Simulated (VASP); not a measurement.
# Ni (I4/mmm) in VASP: single point with PBE

Aim: the single point of Ni with PBE.

Everything below comes from runs of VASP 6.6.1. Logs are shortened: lines on timing, memory, paths and dates and some standing lists are left out, and cuts for length are marked.

### Step 1. The cell of the first run

It takes space group I4/mmm (No. 139, tetragonal). The conventional cell has a = 2.949 Å, b = 2.949 Å, c = 2.533 Å, α = 90.00°, β = 90.00°, γ = 90.00°. Within 3.2 Å of Ni (site symmetry 4/mmm) lie 14 Ni at 2.44 to 2.95 Å.

### Step 2. Single point, PBE, collinear spin, ferromagnetic start

File INCAR:

```
PREC = Accurate
ENCUT = 520
EDIFF = 1E-6
ISMEAR = 0
SIGMA = 0.1
LREAL = F
LASPH = T
NELM = 150
ALGO = Normal
ISIF = 2
LWAVE = F
LCHARG = T
ISPIN = 2
MAGMOM = 0.7
LORBIT = 11
LMAXMIX = 4
GGA = PE
LELF = T
LVHAR = T
NBANDS = 15
```

File KPOINTS:

```
Automatic mesh
0
Gamma
  22 22 22
```

File POSCAR:

```
Ni
1.0
   -1.4743610173      1.4743610173      1.2664675058
    1.4743610173     -1.4743610173      1.2664675058
    1.4743610173      1.4743610173     -1.2664675058
Ni
1
Direct
    0.0000000000      0.0000000000      0.0000000000
```

Potentials or basis: VASP PAW PBE potentials, release 64 (Ni).

Command:

```
> cat potpaw_PBE.64/Ni/POTCAR > POTCAR
> mpirun -np 1 vasp_std > vasp.out
```

OUTCAR:

```text
PREC = Accurate
   ENCUT = 520
   EDIFF = 1E-6
   ISMEAR = 0
   LREAL = F
   LASPH = T
   NELM = 150
   ISIF = 2
   ISPIN = 2
   LORBIT = 11
   GGA = PE

 ion  position               nearest neighbor table
   1  0.000  0.000  0.000-

  LATTYP: Found a body centered tetragonal cell.
 ALAT       =     2.9487220346
 C/A-ratio  =     0.8589941615

  Lattice vectors:

 A1 = (  -1.4743610173,   1.4743610173,   1.2664675058)
 A2 = (   1.4743610173,  -1.4743610173,   1.2664675058)
 A3 = (   1.4743610173,   1.4743610173,  -1.2664675058)

Analysis of symmetry for initial positions (statically):
=====================================================================
 Subroutine PRICEL returns:
 Original cell was already a primitive cell.

 Routine SETGRP: Setting up the symmetry group for a
 body centered tetragonal supercell.

 Subroutine GETGRP returns: Found 16 space group operations
 (whereof 16 operations were pure point group operations)
 out of a pool of 16 trial point group operations.

The static configuration has the point symmetry D_4h.

Analysis of symmetry for dynamics (positions and initial velocities):
=====================================================================
 Subroutine PRICEL returns:
 Original cell was already a primitive cell.

 Routine SETGRP: Setting up the symmetry group for a
 body centered tetragonal supercell.

 Subroutine GETGRP returns: Found 16 space group operations
 (whereof 16 operations were pure point group operations)
 out of a pool of 16 trial point group operations.

The dynamic configuration has the point symmetry D_4h.

Analysis of structural, dynamic, and magnetic symmetry:
=====================================================================
 Subroutine PRICEL returns:
 Original cell was already a primitive cell.

 Routine SETGRP: Setting up the symmetry group for a
 body centered tetragonal supercell.

 Subroutine GETGRP returns: Found 16 space group operations
 (whereof 16 operations were pure point group operations)
 out of a pool of 16 trial point group operations.

The overall configuration has the point symmetry D_4h.

 Subroutine INISYM returns: Found 16 space group operations
 (whereof 16 operations are pure point group operations),
 and found     1 'primitive' translations

----------------------------------------------------------------------------------------

                                     Primitive cell

  volume of cell :      11.0119

  direct lattice vectors                    reciprocal lattice vectors
    -1.474361017  1.474361017  1.266467506     0.000000000  0.339129965  0.394798917
     1.474361017 -1.474361017  1.266467506     0.339129965  0.000000000  0.394798917
     1.474361017  1.474361017 -1.266467506     0.339129965  0.339129965  0.000000000

[... 124 lines left out ...]
  ---------------------------------------------------
  free energy    TOTEN  =        -5.39754682 eV

  energy without entropy =       -5.39109848  energy(sigma->0) =       -5.39432265

 E-fermi :   9.1176     XC(G=0): -13.1769

 val. band max:        9.1173922729   @ k =   0.4545   0.0455  -0.0000
 cond. band min:       9.1179575647   @ k =  -0.4091  -0.4545   0.1818
 fundamental gap:      0.0005652918
 Fermi energy:         9.1175895028

 spin component 1

 k-point     1 :       0.0000    0.0000    0.0000
  band No.  band energies     occupation
      1       0.2846      1.00000
      2       6.3286      1.00000
      3       7.1288      1.00000
      4       7.1288      1.00000
      5       7.4319      1.00000
      6       8.5765      1.00000
      7      33.5120      0.00000
      8      33.5120      0.00000
      9      38.3703      0.00000
     10      38.4245      0.00000
     11      38.7383      0.00000
     12      40.8815      0.00000
     13      40.8815      0.00000
     14      42.1762      0.00000
[... 403 lines left out ...]
      4       8.2985      1.00000
      5       8.5967      1.00000
      6       9.4470      0.00000
      7      17.5953      0.00000
      8      26.4991      0.00000
      9      27.7469      0.00000
     10      32.3302      0.00000
     11      35.7594      0.00000
     12      43.9767      0.00000
     13      48.3891      0.00000
     14      53.5103      0.00000
     15      55.2102      0.00000

 [... further k-points ...]

 spin component 2

 k-point     1 :       0.0000    0.0000    0.0000
  band No.  band energies     occupation
      1       0.2574      1.00000
      2       7.0997      1.00000
      3       7.7932      1.00000
      4       7.7932      1.00000
      5       8.1259      1.00000
      6       9.0191      0.91807
      7      33.4149      0.00000
      8      33.4149      0.00000
      9      38.2573      0.00000
     10      38.6059      0.00000
     11      38.7414      0.00000
     12      40.9861      0.00000
     13      40.9861      0.00000
     14      42.0530      0.00000
[... 403 lines left out ...]
      4       8.7419      1.00000
      5       9.3027      0.00443
      6       9.9286      0.00000
      7      17.8434      0.00000
      8      26.5158      0.00000
      9      27.7889      0.00000
     10      32.4341      0.00000
     11      35.8392      0.00000
     12      43.9904      0.00000
     13      48.3757      0.00000
     14      53.8768      0.00000
     15      55.3959      0.00000

 [... further k-points ...]

------------------------ aborting loop because EDIFF is reached ----------------------------------------

  FORCE on cell =-STRESS in cart. coord.  units (eV):
  Direction    XX          YY          ZZ          XY          YZ          ZX
  --------------------------------------------------------------------------------------
  -------------------------------------------------------------------------------------
  Total       -0.0205439     -0.0205439      0.0035460      0.0000000      0.0000000     -0.0000000
  in kB       -2.9890347     -2.9890347      0.5159293      0.0000000      0.0000000     -0.0000000
  external PRESSURE =      -1.8207134 kB  Pullay stress =       0.0000000 kB

 VOLUME and BASIS-vectors are now :
 -----------------------------------------------------------------------------
  energy-cutoff  :      520.00
  volume of cell :       11.01
      direct lattice vectors                 reciprocal lattice vectors
    -1.474361017  1.474361017  1.266467506     0.000000000  0.339129965  0.394798917
     1.474361017 -1.474361017  1.266467506     0.339129965  0.000000000  0.394798917
     1.474361017  1.474361017 -1.266467506     0.339129965  0.339129965  0.000000000

 POSITION                                       TOTAL-FORCE (eV/Angst)
 -----------------------------------------------------------------------------------
      0.00000      0.00000      0.00000        -0.000000      0.000000      0.000000
 -----------------------------------------------------------------------------------
    total drift:                                0.000000     -0.000000      0.000000

  FREE ENERGIE OF THE ION-ELECTRON SYSTEM (eV)
  ---------------------------------------------------
  free  energy   TOTEN  =        -5.3975468167 eV

  energy  without entropy=       -5.3910984803  energy(sigma->0) =       -5.39432265

 total charge

# of ion       s       p       d       tot
------------------------------------------
    1        0.493   0.483   8.324   9.300

 magnetization (x)

# of ion       s       p       d       tot
------------------------------------------
    1       -0.006  -0.021   0.634   0.606
```

OSZICAR:

```text
N       E                     dE             d eps       ncg     rms          rms(c)
DAV:   1     0.334424522895E+02    0.33442E+02   -0.42009E+03 53013   0.856E+02
DAV:   2    -0.491119098540E+01   -0.38354E+02   -0.35613E+02 57628   0.162E+02
DAV:   3    -0.638143583555E+01   -0.14702E+01   -0.14522E+01 61122   0.311E+01
DAV:   4    -0.639048101353E+01   -0.90452E-02   -0.90437E-02 61328   0.233E+00
DAV:   5    -0.639059431296E+01   -0.11330E-03   -0.11330E-03 62418   0.234E-01    0.963E+00
DAV:   6    -0.573650748673E+01    0.65409E+00   -0.13173E+01 72314   0.393E+01    0.587E+00
DAV:   7    -0.541346646610E+01    0.32304E+00   -0.23427E+00 70802   0.151E+01    0.191E+00
DAV:   8    -0.540013004276E+01    0.13336E-01   -0.27874E-02 63576   0.111E+00    0.897E-01
DAV:   9    -0.539790117779E+01    0.22289E-02   -0.19777E-03 83198   0.273E-01    0.260E-01
DAV:  10    -0.539756841330E+01    0.33276E-03   -0.31413E-04 84373   0.101E-01    0.794E-02
DAV:  11    -0.539754600776E+01    0.22406E-04   -0.18718E-04 78051   0.982E-02    0.332E-02
DAV:  12    -0.539754681673E+01   -0.80897E-06   -0.29612E-06 52932   0.157E-02
   1 F= -.53975468E+01 E0= -.53943226E+01  d E =-.644834E-02  mag=     0.5959
```

stdout:

```text
POSCAR found type information on POSCAR Ni
 POSCAR found :  1 types and       1 ions
 scaLAPACK will be used
 LDA part: xc-table for (Slater+PW92), standard interpolation
 POSCAR, INCAR and KPOINTS ok, starting setup
 FFT: planning ... GRIDC
 FFT: planning ... GRID_SOFT
 FFT: planning ... GRID
 WAVECAR not read
 entering main loop
```

Wall time 4.5 min (1 thread of AMD EPYC 7R43 (Zen 3), shared host); peak memory 0.26 GiB.

Results:

```
Free energy                                           : -5.3975 eV
Pressure                                              : -0.2 GPa
Net moment                                            : 0.59 μB per cell
Site moments                                          : Ni +0.61 μB
Valence electrons inside the program's atomic spheres : Ni 9.30
```
